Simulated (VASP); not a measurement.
# AlCo (Pm-3m) in VASP: a series of runs

The runs below take AlCo through single point, relaxation of cell and atoms, with PBE.

All numbers are computed with VASP 6.6.1; they aren't measurements. Logs are shortened: lines on timing, memory, paths and dates and some standing lists are left out, and cuts for length are marked.

## 1. The cell of the first run

The structure is cubic, space group Pm-3m (No. 221). Conventional cell: a = 2.852 Å, b = 2.852 Å, c = 2.852 Å, α = 90.00°, β = 90.00°, γ = 90.00°. Al (site symmetry m-3m) has 8 Co at 2.47 Å and 6 Al at 2.85 Å within 3.3 Å. Within 3.3 Å of Co (site symmetry m-3m) lie 8 Al at 2.47 Å and 6 Co at 2.85 Å.

## 2. Single point, PBE

Input file INCAR:

```
PREC     = Accurate       # precision mode
ENCUT    = 600            # plane-wave cutoff, eV
EDIFF    = 1E-6           # SCF threshold, eV
ISMEAR   = 0              # smearing method
SIGMA    = 0.1            # smearing width, eV
LREAL    = F              # projectors in reciprocal space
LASPH    = T              # aspherical terms in the spheres
NELM     = 120            # most SCF steps
ALGO     = Normal         # electronic algorithm
ISIF     = 2              # what is computed and relaxed
LWAVE    = F              # write WAVECAR
LCHARG   = F              # write CHGCAR
GGA      = PE             # functional
NBANDS   = 13             # bands
GGA_COMPAT= F
```

Input file KPOINTS:

```
Automatic mesh
0
Gamma
  6 6 6
```

Input file POSCAR:

```
AlCo
1.0
    2.8523181688      0.0000000000      0.0000000000
    0.0000000000      2.8523181688      0.0000000000
    0.0000000000      0.0000000000      2.8523181688
Al Co
1 1
Direct
    0.0000000000      0.0000000000      0.0000000000
    0.5000000000      0.5000000000      0.5000000000
```

Potentials or basis: VASP PAW PBE potentials, release 64 (Al, Co).

On the command line:

```bash
cat potpaw_PBE.64/Al/POTCAR potpaw_PBE.64/Co/POTCAR > POTCAR
mpirun -np 1 vasp_std > vasp.out
```

OUTCAR:

```text
PREC = Accurate
   ENCUT = 600
   EDIFF = 1E-6
   ISMEAR = 0
   LREAL = F
   LASPH = T
   NELM = 120
   ISIF = 2
   GGA = PE

 ion  position               nearest neighbor table
   1  0.000  0.000  0.000-   2 2.47   2 2.47   2 2.47   2 2.47   2 2.47   2 2.47   2 2.47   2 2.47

   2  0.500  0.500  0.500-   1 2.47   1 2.47   1 2.47   1 2.47   1 2.47   1 2.47   1 2.47   1 2.47

  LATTYP: Found a simple cubic cell.
 ALAT       =     2.8523181688

  Lattice vectors:

 A1 = (   2.8523181688,   0.0000000000,   0.0000000000)
 A2 = (   0.0000000000,   2.8523181688,   0.0000000000)
 A3 = (   0.0000000000,   0.0000000000,   2.8523181688)

Analysis of symmetry for initial positions (statically):
=====================================================================
 Subroutine PRICEL returns:
 Original cell was already a primitive cell.

 Routine SETGRP: Setting up the symmetry group for a
 simple cubic supercell.

 Subroutine GETGRP returns: Found 48 space group operations
 (whereof 48 operations were pure point group operations)
 out of a pool of 48 trial point group operations.

The static configuration has the point symmetry O_h .

Analysis of symmetry for dynamics (positions and initial velocities):
=====================================================================
 Subroutine PRICEL returns:
 Original cell was already a primitive cell.

 Routine SETGRP: Setting up the symmetry group for a
 simple cubic supercell.

 Subroutine GETGRP returns: Found 48 space group operations
 (whereof 48 operations were pure point group operations)
 out of a pool of 48 trial point group operations.

The dynamic configuration has the point symmetry O_h .

 Subroutine INISYM returns: Found 48 space group operations
 (whereof 48 operations are pure point group operations),
 and found     1 'primitive' translations

----------------------------------------------------------------------------------------

                                     Primitive cell

  volume of cell :      23.2057

  direct lattice vectors                    reciprocal lattice vectors
     2.852318169  0.000000000  0.000000000     0.350592024  0.000000000  0.000000000
     0.000000000  2.852318169  0.000000000     0.000000000  0.350592024  0.000000000
     0.000000000  0.000000000  2.852318169     0.000000000  0.000000000  0.350592024

  length of vectors
     2.852318169  2.852318169  2.852318169     0.350592024  0.350592024  0.350592024

  position of ions in fractional coordinates (direct lattice)
     0.000000000  0.000000000  0.000000000
[... 84 lines left out ...]
   NELECT =      12.0000    total number of electrons
   NUPDOWN=      -1.0000    fix difference up-down
   EMIN   =  10.00;   EMAX   =-10.00  energy-range for DOS
   EFERMI =   0.00;   METHOD = LEGACY
   ISMEAR =     0;   SIGMA  =   0.10  broadening in eV -4-tet -1-fermi 0-gaus
   EFERMI_NEDOS =   21; number of points for ismear=-14 and -15
   IALGO  =     38    algorithm
   IMIX   =      4    mixing-type and parameters
     AMIX     =   0.40;   BMIX     =  1.00
     AMIX_MAG =   1.60;   BMIX_MAG =  1.00
  volume/ion in A,a.u.               =      11.60        78.30
  Fermi-wavevector in a.u.,A,eV,Ry     =   1.314026  2.483149 23.492693  1.726664
  Thomas-Fermi vector in A             =   2.444308
   LORBIT       =      0    0 simple, 1 ext, 2 COOP (PROOUT), +10 PAW based schemes
   GGA     = PE    functional components
   LHFCALC =     F    Hartree Fock is set to
   AEXX    =    0.0000 exact exchange contribution
   IVDW    =     0    specifies the selected vdW correction
   LEPSILON=     F    determine dielectric tensor
   LRPA    =     F    only Hartree local field effects (RPA)
 non-spin polarized calculation
 Gauss-broadening in eV      SIGMA  =   0.10
  energy-cutoff  :      600.00
  volume of cell :       23.21
 maximum number of plane-waves:       804
 NGX is ok and might be reduce to    24
   NGX = 11   NGY = 11   NGZ = 11

 number of electron      11.9999996 magnetization

 Free energy of the ion-electron system (eV)
  ---------------------------------------------------
  ext. energy  EPLUGINS =         0.00000000
  ---------------------------------------------------
  free energy    TOTEN  =       -11.98688350 eV

  energy without entropy =      -11.98064225  energy(sigma->0) =      -11.98376288

 E-fermi :  10.6061     XC(G=0): -12.2520

 val. band max:       10.5822920993   @ k =   0.5000   0.3333   0.0000
 cond. band min:      10.7171349934   @ k =   0.5000   0.3333   0.1667
 fundamental gap:      0.1348428941
 Fermi energy:        10.6060546642

 k-point     1 :       0.0000    0.0000    0.0000
  band No.  band energies     occupation
      1      -0.5160      2.00000
      2       7.6107      2.00000
      3       7.6107      2.00000
      4       9.7238      2.00000
      5       9.7238      2.00000
      6       9.7238      2.00000
      7      16.4953      0.00000
      8      16.4953      0.00000
      9      16.4953      0.00000
     10      19.2720      0.00000
     11      19.2720      0.00000
     12      25.6506      0.00000
     13      32.1317      0.00000
[... 290 lines left out ...]
  band No.  band energies     occupation
      1       6.6256      2.00000
      2       6.6256      2.00000
      3       6.6256      2.00000
      4      10.3641      1.99938
      5      10.3641      1.99938
      6      12.9304      0.00000
      7      12.9304      0.00000
      8      12.9304      0.00000
      9      14.6282      0.00000
     10      15.8581      0.00000
     11      15.8581      0.00000
     12      15.8581      0.00000
     13      19.7069      0.00000

------------------------ aborting loop because EDIFF is reached ----------------------------------------

  FORCE on cell =-STRESS in cart. coord.  units (eV):
  Direction    XX          YY          ZZ          XY          YZ          ZX
  --------------------------------------------------------------------------------------
  -------------------------------------------------------------------------------------
  Total        0.0209572      0.0209572      0.0209572     -0.0000000     -0.0000000      0.0000000
  in kB        1.4469348      1.4469348      1.4469348     -0.0000000     -0.0000000      0.0000000
  external PRESSURE =       1.4469348 kB  Pullay stress =       0.0000000 kB

 VOLUME and BASIS-vectors are now :
 -----------------------------------------------------------------------------
  energy-cutoff  :      600.00
  volume of cell :       23.21
      direct lattice vectors                 reciprocal lattice vectors
     2.852318169  0.000000000  0.000000000     0.350592024  0.000000000  0.000000000
     0.000000000  2.852318169  0.000000000     0.000000000  0.350592024  0.000000000
     0.000000000  0.000000000  2.852318169     0.000000000  0.000000000  0.350592024

 POSITION                                       TOTAL-FORCE (eV/Angst)
 -----------------------------------------------------------------------------------
      0.00000      0.00000      0.00000         0.000000      0.000000      0.000000
      1.42616      1.42616      1.42616         0.000000      0.000000      0.000000
 -----------------------------------------------------------------------------------
    total drift:                                0.000000      0.000000     -0.000000

  FREE ENERGIE OF THE ION-ELECTRON SYSTEM (eV)
  ---------------------------------------------------
  free  energy   TOTEN  =       -11.9868835019 eV

  energy  without entropy=      -11.9806422547  energy(sigma->0) =      -11.98376288
```

Wall time 3.8 s (1 thread of Intel Xeon Platinum 8488C (Sapphire Rapids), shared host); peak memory 0.13 GiB.

Results:

| Quantity | Value |
| --- | --- |
| Free energy | -11.9869 eV |
| Pressure | 0.1 GPa |
| Band gap on the k mesh | zero (band 6 reaches 12.93 eV, above the bottom of band 7 at 10.33 eV) |

Levels at points of the mesh, in eV from the Fermi level:
| k point | band 4 | band 5 | band 6 | band 7 | band 8 | band 9 |
| --- | --- | --- | --- | --- | --- | --- |
| (0.00, 0.00, 0.00) | -0.88 | -0.88 | -0.88 | 5.89 | 5.89 | 5.89 |
| (0.50, 0.00, 0.00) | -1.76 | -1.76 | -0.77 | 0.13 | 8.33 | 10.53 |
| (0.50, 0.50, 0.00) | -2.74 | -1.54 | -1.54 | -0.28 | 2.36 | 3.39 |
| (0.50, 0.50, 0.50) | -0.24 | -0.24 | 2.32 | 2.32 | 2.32 | 4.02 |

Caveat: the k points lie up to 0.37 Å⁻¹ apart. Spin polarisation is off, so any magnetic state and its effect on volume and gap are missing.

## 3. Single point, PBE

This run uses another cell than the first one, of 11.21 Å³/atom, 0.966 times its volume.

Input file INCAR:

```
  PREC = Accurate
  ENCUT = 600
  EDIFF = 1E-6
  ISMEAR = 0
  SIGMA = 0.1
  LREAL = False
  LASPH = True
  NELM = 120
  ALGO = Normal
  ISIF = 2
  LWAVE = False
  LCHARG = False
  GGA = PE
  NBANDS = 13
  GGA_COMPAT = False
```

KPOINTS is that of step 2.

Input file POSCAR:

```
AlCo
1.0
    2.8194030000      0.0000000000      0.0000000000
    0.0000000000      2.8194030000      0.0000000000
    0.0000000000      0.0000000000      2.8194030000
Al Co
1 1
Direct
    0.0000000000      0.0000000000      0.0000000000
    0.5000000000      0.5000000000      0.5000000000
```

Potentials or basis: VASP PAW PBE potentials, release 64 (Al, Co).

On the command line:

```bash
cat potpaw_PBE.64/Al/POTCAR potpaw_PBE.64/Co/POTCAR > POTCAR
mpirun -np 1 vasp_std > vasp.out
```

It took 2.8 s on 1 thread of Intel Xeon 6975P-C (Granite Rapids), shared host; peak memory 0.13 GiB.

The run converged. Its results:

```
Free energy            : -11.9701 eV
Pressure               : 6.8 GPa
Band gap on the k mesh : zero (band 6 reaches 13.40 eV, above the bottom of band 7 at 10.80 eV)
```

Levels at points of the mesh, in eV from the Fermi level:
| k point | band 2 | band 3 | band 4 | band 5 | band 6 | band 7 | band 8 | band 9 | band 10 | band 11 |
| --- | --- | --- | --- | --- | --- | --- | --- | --- | --- | --- |
| (0.00, 0.00, 0.00) | -3.17 | -3.17 | -0.94 | -0.94 | -0.94 | 6.05 | 6.05 | 6.05 | 8.80 | 8.80 |
| (0.50, 0.00, 0.00) | -6.87 | -2.54 | -1.85 | -1.85 | -0.82 | 0.14 | 8.36 | 10.72 | 10.72 | 11.92 |
| (0.50, 0.50, 0.00) | -3.25 | -2.83 | -2.83 | -1.64 | -1.64 | -0.30 | 2.46 | 3.58 | 13.05 | 16.05 |
| (0.50, 0.50, 0.50) | -4.16 | -4.16 | -0.26 | -0.26 | 2.31 | 2.31 | 2.31 | 4.34 | 5.43 | 5.43 |

Caveat: the k points lie up to 0.37 Å⁻¹ apart. Spin polarisation is off, so any magnetic state and its effect on volume and gap are missing.

## 4. Single point, PBE

Input file INCAR:

```
PREC     = Accurate       # precision mode
ENCUT    = 600            # plane-wave cutoff, eV
EDIFF    = 1E-6           # SCF threshold, eV
ISMEAR   = 0              # smearing method
SIGMA    = 0.1            # smearing width, eV
LREAL    = F              # projectors in reciprocal space
LASPH    = T              # aspherical terms in the spheres
NELM     = 120            # most SCF steps
ALGO     = Normal         # electronic algorithm
ISIF     = 2              # what is computed and relaxed
LWAVE    = F              # write WAVECAR
LCHARG   = F              # write CHGCAR
GGA      = PE             # functional
NBANDS   = 13             # bands
GGA_COMPAT= F
```

KPOINTS is that of step 3.

Input file POSCAR:

```
AlCo
1.0
    2.8523181733      0.0000000000      0.0000000000
    0.0000000000      2.8523181733      0.0000000000
    0.0000000000      0.0000000000      2.8523181733
Al Co
1 1
Direct
    0.0000000000      0.0000000000      0.0000000000
    0.5000000000      0.5000000000      0.5000000000
```

On the command line:

```bash
cat potpaw_PBE.64/Al/POTCAR potpaw_PBE.64/Co/POTCAR > POTCAR
mpirun -np 1 vasp_std > vasp.out
```

Run time: 2.7 s. Hardware: 1 thread of Intel Xeon 6975P-C (Granite Rapids), shared host; peak memory 0.14 GiB.

The run converged. Its results:

- Free energy: -11.9869 eV
- Pressure: 0.1 GPa
- Band gap on the k mesh: zero (band 6 reaches 12.93 eV, above the bottom of band 7 at 10.33 eV)

Levels at points of the mesh, in eV from the Fermi level:
```
           k point  band 4  band 5  band 6  band 7  band 8  band 9
(0.00, 0.00, 0.00)   -0.88   -0.88   -0.88    5.89    5.89    5.89
(0.50, 0.00, 0.00)   -1.76   -1.76   -0.77    0.13    8.33   10.53
(0.50, 0.50, 0.00)   -2.74   -1.54   -1.54   -0.28    2.36    3.39
(0.50, 0.50, 0.50)   -0.24   -0.24    2.32    2.32    2.32    4.02
```

Caveat: the k points lie up to 0.37 Å⁻¹ apart.

## 5. Relaxation of cell and atoms, PBE

This run uses another cell than the first one, of 11.21 Å³/atom, 0.966 times its volume.

Input file INCAR:

```
  ALGO = Normal
  EDIFF = 1E-7
  EDIFFG = -0.04
  ENCUT = 600
  GGA = PE
  GGA_COMPAT = F
  IBRION = 2
  ISIF = 3
  ISMEAR = 0
  LASPH = T
  LCHARG = F
  LREAL = F
  LWAVE = F
  NELM = 120
  NELMIN = 4
  NSW = 60
  PREC = Accurate
  SIGMA = 0.1
```

Input file KPOINTS:

```
k-points
0
Gamma
  6 6 6
```

Input file POSCAR:

```
AlCo
1.0
    2.8194030000      0.0000000000      0.0000000000
    0.0000000000      2.8194030000      0.0000000000
    0.0000000000      0.0000000000      2.8194030000
Al Co
1 1
Direct
    0.0000000000      0.0000000000      0.0000000000
    0.5000000000      0.5000000000      0.5000000000
```

On the command line:

```bash
cat potpaw_PBE.64/Al/POTCAR potpaw_PBE.64/Co/POTCAR > POTCAR
mpirun -np 1 vasp_std > vasp.out
```

It took 6.1 s on 1 thread of Intel Xeon 6975P-C (Granite Rapids), shared host; peak memory 0.14 GiB.

The run converged. Its results:

- Free energy: -11.9867 eV
- Relaxed volume: 11.61 Å³/atom
- Relaxed cell: a = 2.853 Å, b = 2.853 Å, c = 2.853 Å, α = 90.00°, β = 90.00°, γ = 90.00°
- Space group after relaxing (to 0.05 Å): Pm-3m (No. 221)
- Energy gained by relaxing: 8.3 meV/atom
- Ionic steps: 3
- Pressure after relaxing: 0.0 GPa
- Band gap on the k mesh: zero (band 6 reaches 12.92 eV, above the bottom of band 7 at 10.32 eV)

The path:
```tsv
step	energy change (eV)	largest force (eV/Å)	pressure (GPa)	volume (Å³)
1	0.0000	0.0000	6.82	22.41
2	-0.0028	0.0000	-5.48	23.99
3	-0.0165	0.0000	-0.01	23.22
```

Final structure:
```
Al Co
1.0
     2.85285    0.00000    0.00000
     0.00000    2.85285    0.00000
     0.00000    0.00000    2.85285
Al Co
1 1
Direct
  0.00000 0.00000 0.00000
  0.50000 0.50000 0.50000
```

Levels at points of the mesh, in eV from the Fermi level:
```csv
k point,band 2,band 3,band 4,band 5,band 6,band 7,band 8,band 9,band 10
"(0.00, 0.00, 0.00)",-2.99,-2.99,-0.88,-0.88,-0.88,5.89,5.89,5.89,8.66
"(0.50, 0.00, 0.00)",-6.67,-2.40,-1.75,-1.75,-0.77,0.13,8.33,10.53,10.53
"(0.50, 0.50, 0.00)",-3.09,-2.74,-2.74,-1.54,-1.54,-0.28,2.36,3.38,12.65
"(0.50, 0.50, 0.50)",-3.98,-3.98,-0.24,-0.24,2.32,2.32,2.32,4.02,5.25
```

Caveat: the k points lie up to 0.37 Å⁻¹ apart in the final cell. Spin polarisation is off, so any magnetic state and its effect on volume and gap are missing.

## 6. Overview

```tsv
task	cell	gap on the mesh (eV)	pressure (GPa)
single point	a = 2.852 Å, 2 atoms	none	0.1
single point	a = 2.819 Å, 2 atoms	none	6.8
relaxation of cell and atoms	relaxed from a = 2.819 Å, 2 atoms	none	0.0
```

Alike in all rows: level PBE; potentials or basis VASP PAW PBE potentials, release 64 (Al, Co); no spin polarisation; k mesh 6 × 6 × 6; cutoff (eV) 600; smearing gaussian 0.1 eV.

Caveats: all runs use coarse meshes.

Total energies depend on the potentials used, so only differences within one code and one set of settings carry meaning.
